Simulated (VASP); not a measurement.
# Se (C2/c) in VASP: notebook, part 2 of 2

VASP 6.6.1. The steps go on from the part before.

### Step 3. Single point, BLYP (49.50 Å³/atom)

This run uses another cell than the first one, of 49.50 Å³/atom.

INCAR

```
SYSTEM = Se
PREC     = Accurate       ! precision mode
ENCUT    = 520            ! plane-wave cutoff, eV
EDIFF    = 1E-7           ! SCF threshold, eV
ISMEAR   = -1             ! smearing method
SIGMA    = 0.1            ! smearing width, eV
LREAL    = .FALSE.        ! projectors in reciprocal space
LASPH    = .TRUE.         ! aspherical terms in the spheres
NELM     = 80             ! most SCF steps
ALGO     = Normal         ! electronic algorithm
ISIF     = 2              ! what is computed and relaxed
LWAVE    = .FALSE.        ! write WAVECAR
LCHARG   = .TRUE.         ! write CHGCAR
GGA      = B5             ! functional
ALDAX    = 1.0          
AGGAX    = 1.0          
AGGAC    = 1.0          
ALDAC    = 0.0          
LELF     = .TRUE.         ! ELF
LVHAR    = .TRUE.       
NBANDS   = 13             ! bands
```

KPOINTS

```
Automatic mesh
0
G
  14 14 8
  0 0 0
```

POSCAR

```
Se
1.0
   -5.2768129138      4.9163465212      1.4420875637
    4.9163465212     -5.2768129138      1.4420875637
    3.6303546948      3.6303546948     -2.1022824221
Se
2
Direct
    0.0874639238      0.9125360762      0.0000000000
    0.6625360762      0.3374639238      0.5000000000
```

Potentials or basis: VASP PAW PBE potentials, release 64 (Se).

The run is started by

```bash
> cat potpaw_PBE.64/Se/POTCAR > POTCAR
> mpirun -np 1 vasp_std > vasp.out
```

OUTCAR:

```text
SYSTEM = Se
   PREC = Accurate
   ENCUT = 520
   EDIFF = 1E-7
   ISMEAR = -1
   LREAL = .FALSE.
   LASPH = .TRUE.
   NELM = 80
   ISIF = 2
   GGA = B5

 ion  position               nearest neighbor table
   1  0.087  0.913  0.000-   2 2.58   2 2.58
   2  0.663  0.337  0.500-   1 2.58   1 2.58

  Warning from LATTYP: Got some problem with cell dimensions!
  Tried to take original basis but could not verify dimensions!
  LATTYP: Found a base centered monoclinic cell.
 ALAT       =     2.9288800259
 B/A-ratio  =     4.9217804038
 C/A-ratio  =     1.6012799449
 COS(beta)  =    -0.0074440739

  Lattice vectors:

 A1 = (  -5.2768129138,   4.9163465212,   1.4420875637)
 A2 = (   4.9163465212,  -5.2768129138,   1.4420875637)
 A3 = (   3.2698883022,   3.2698883022,   0.7818927053)

Analysis of symmetry for initial positions (statically):
=====================================================================
 Subroutine PRICEL returns:
 Original cell was already a primitive cell.

 Routine SETGRP: Setting up the symmetry group for a
 base centered monoclinic supercell.

 Subroutine GETGRP returns: Found  4 space group operations
 (whereof  2 operations were pure point group operations)
 out of a pool of  4 trial point group operations.

The static configuration has the point symmetry C_2 .
 The point group associated with its full space group is C_2h.

Analysis of symmetry for dynamics (positions and initial velocities):
=====================================================================
 Subroutine PRICEL returns:
 Original cell was already a primitive cell.

 Routine SETGRP: Setting up the symmetry group for a
 base centered monoclinic supercell.

 Subroutine GETGRP returns: Found  4 space group operations
 (whereof  2 operations were pure point group operations)
 out of a pool of  4 trial point group operations.

The dynamic configuration has the point symmetry C_2 .
 The point group associated with its full space group is C_2h.

 Subroutine INISYM returns: Found  4 space group operations
 (whereof  2 operations are pure point group operations),
 and found     1 'primitive' translations

----------------------------------------------------------------------------------------

                                     Primitive cell

  volume of cell :      99.0039

  direct lattice vectors                    reciprocal lattice vectors
    -5.276812914  4.916346521  1.442087564     0.059170021  0.157275030  0.373771050
     4.916346521 -5.276812914  1.442087564     0.157275030  0.059170021  0.373771050
     3.630354695  3.630354695 -2.102282422     0.148473256  0.148473256  0.037112600

  length of vectors
     7.354919047  7.354919047  5.547841184     0.409806448  0.409806448  0.213227486

  position of ions in fractional coordinates (direct lattice)
     0.087463924  0.912536076  0.000000000
     0.662536076  0.337463924  0.500000000

  ion indices of the primitive-cell ions
   primitive index   ion index
                 1           1
                 2           2

----------------------------------------------------------------------------------------

[... 31 lines left out ...]
  0.357143  0.000000  0.000000      4.000000
[... 16 lines left out ...]
  0.214286  0.142857  0.000000      4.000000
  0.285714  0.142857  0.000000      4.000000
 [... further k-points ...]
   k-points           NKPTS =    429   k-points in BZ     NKDIM =    429   number of bands    NBANDS=     13
   number of dos      NEDOS =    301   number of ions     NIONS =      2
   total plane-waves  NPLWV = 131712
   dimension x,y,z NGX =    56 NGY =   56 NGZ =   42
   dimension x,y,z NGXF=   112 NGYF=  112 NGZF=   84
   ions per type =               2
   NGX,Y,Z   is equivalent  to a cutoff of  12.66, 12.66, 12.59 a.u.
   NGXF,Y,Z  is equivalent  to a cutoff of  25.32, 25.32, 25.17 a.u.
 SYSTEM =  Se
   PREC   = accura    normal or accurate (medium, high low for compatibility)
   ISTART =      0    job   : 0-new  1-cont  2-samecut
   ICHARG =      2    charge: 1-file 2-atom 10-const
   ISPIN  =      1    spin polarized calculation?
   LNONCOLLINEAR =      F non collinear calculations
   LSORBIT =      F    spin-orbit coupling
   LASPH  =      T    aspherical Exc in radial PAW
   ENCUT  =  520.0 eV  38.22 Ry    6.18 a.u.  13.68 13.68 10.32*2*pi/ulx,y,z
   NELM   =     80;   NELMIN=  2; NELMDL= -5     # of ELM steps
   EDIFF  = 0.1E-06   stopping-criterion for ELM
   LREAL  =      F    real-space projection
   EDIFFG = 0.1E-05   stopping-criterion for IOM
   NSW    =      0    number of steps for IOM
   IBRION =     -1    ionic relax: 0-MD 1-quasi-New 2-CG
   NFREE  =      0    steps in history (QN), initial steepest desc. (CG)
   ISIF   =      2    stress and relaxation
   ISYM   =      2    0-nonsym 1-usesym 2-fastsym
   POTIM  = 0.5000    time-step for ionic-motion
   TEBEG  =    0.0;   TEEND  =   0.0 temperature during run
   PSTRESS=    0.0 pullay stress
   NELECT =      12.0000    total number of electrons
   NUPDOWN=      -1.0000    fix difference up-down
   EMIN   =  10.00;   EMAX   =-10.00  energy-range for DOS
   EFERMI =   0.00;   METHOD = LEGACY
   ISMEAR =    -1;   SIGMA  =   0.10  broadening in eV -4-tet -1-fermi 0-gaus
   EFERMI_NEDOS =   21; number of points for ismear=-14 and -15
   IALGO  =     38    algorithm
   IMIX   =      4    mixing-type and parameters
     AMIX     =   0.40;   BMIX     =  1.00
     AMIX_MAG =   1.60;   BMIX_MAG =  1.00
  volume/ion in A,a.u.               =      49.50       334.06
  Fermi-wavevector in a.u.,A,eV,Ry     =   0.810186  1.531029  8.930873  0.656401
  Thomas-Fermi vector in A             =   1.919315
   LORBIT       =      0    0 simple, 1 ext, 2 COOP (PROOUT), +10 PAW based schemes
   GGA     = B5    functional components
   LHFCALC =     F    Hartree Fock is set to
   AEXX    =    0.0000 exact exchange contribution
   IVDW    =     0    specifies the selected vdW correction
   LEPSILON=     F    determine dielectric tensor
   LRPA    =     F    only Hartree local field effects (RPA)
 non-spin polarized calculation
  energy-cutoff  :      520.00
  volume of cell :       99.00
 maximum number of plane-waves:      2696
   NGX = 27   NGY = 27   NGZ = 21

 number of electron      11.9999998 magnetization

 Free energy of the ion-electron system (eV)
  ---------------------------------------------------
  ext. energy  EPLUGINS =         0.00000000
  ---------------------------------------------------
  free energy    TOTEN  =        -5.73593219 eV

  energy without entropy =       -5.71024399  energy(sigma->0) =       -5.72308809

 E-fermi :  -0.5466     XC(G=0):  -5.4985

 val. band max:       -0.5675204923   @ k =   0.4286   0.4286   0.5000
 cond. band min:      -0.5261078079   @ k =  -0.4286  -0.4286   0.2500
 fundamental gap:      0.0414126844
 Fermi energy:        -0.5466458827

 k-point     1 :       0.0000    0.0000    0.0000
  band No.  band energies     occupation
      1     -15.6064      2.00000
      2     -12.2372      2.00000
      3      -6.1757      2.00000
      4      -3.3089      2.00000
      5      -2.3942      2.00000
      6       0.7536      0.00000
      7       1.1596      0.00000
      8       3.0154      0.00000
      9       3.4898      0.00000
     10       7.6276      0.00000
     11       7.9108      0.00000
     12       7.9114      0.00000
     13       8.8489      0.00000
[... 354 lines left out ...]
  band No.  band energies     occupation
      1     -13.1312      2.00000
      2     -12.4425      2.00000
      3      -5.0478      2.00000
      4      -4.4322      2.00000
      5      -3.4709      2.00000
      6      -2.7234      2.00000
      7       0.9540      0.00000
      8       2.0575      0.00000
      9       5.2581      0.00000
     10       6.0096      0.00000
     11       7.2049      0.00000
     12       7.4452      0.00000
     13       9.5285      0.00000

 [... further k-points ...]

------------------------ aborting loop because EDIFF is reached ----------------------------------------

  FORCE on cell =-STRESS in cart. coord.  units (eV):
  Direction    XX          YY          ZZ          XY          YZ          ZX
  --------------------------------------------------------------------------------------
  -------------------------------------------------------------------------------------
  Total       -0.0555104     -0.0555104      0.1997518      0.0172584      0.0058496      0.0058496
  in kB       -0.8983235     -0.8983235      3.2325779      0.2792922      0.0946634      0.0946631
  external PRESSURE =       0.4786437 kB  Pullay stress =       0.0000000 kB

 VOLUME and BASIS-vectors are now :
 -----------------------------------------------------------------------------
  energy-cutoff  :      520.00
  volume of cell :       99.00
      direct lattice vectors                 reciprocal lattice vectors
    -5.276812914  4.916346521  1.442087564     0.059170021  0.157275030  0.373771050
     4.916346521 -5.276812914  1.442087564     0.157275030  0.059170021  0.373771050
     3.630354695  3.630354695 -2.102282422     0.148473256  0.148473256  0.037112600

 POSITION                                       TOTAL-FORCE (eV/Angst)
 -----------------------------------------------------------------------------------
      4.02481     -4.38528      1.44209        -0.062210      0.062210     -0.000000
     -0.02181      3.29170      0.39095         0.062210     -0.062210      0.000000
 -----------------------------------------------------------------------------------
    total drift:                                0.000000     -0.000000     -0.000000

  FREE ENERGIE OF THE ION-ELECTRON SYSTEM (eV)
  ---------------------------------------------------
  free  energy   TOTEN  =        -5.7359321854 eV

  energy  without entropy=       -5.7102439938  energy(sigma->0) =       -5.72308809
```

Run time: 28 min. Hardware: 1 thread of Oxide Virtual Turin-like, shared host; peak memory 0.66 GiB.

Results:

```
Free energy            : -5.7359 eV
Pressure               : 0.0 GPa
Largest force          : 0.088 eV/Å
Band gap on the k mesh : zero (bands 6 and 7 overlap by 2.61 eV)
```

Forces in eV/Å, atoms in the order of the input:
```
Se  -0.062  0.062  0.000
Se   0.062 -0.062  0.000
```

Caveat: the PAW data sets were made with another functional, which shifts forces and pressure a little.
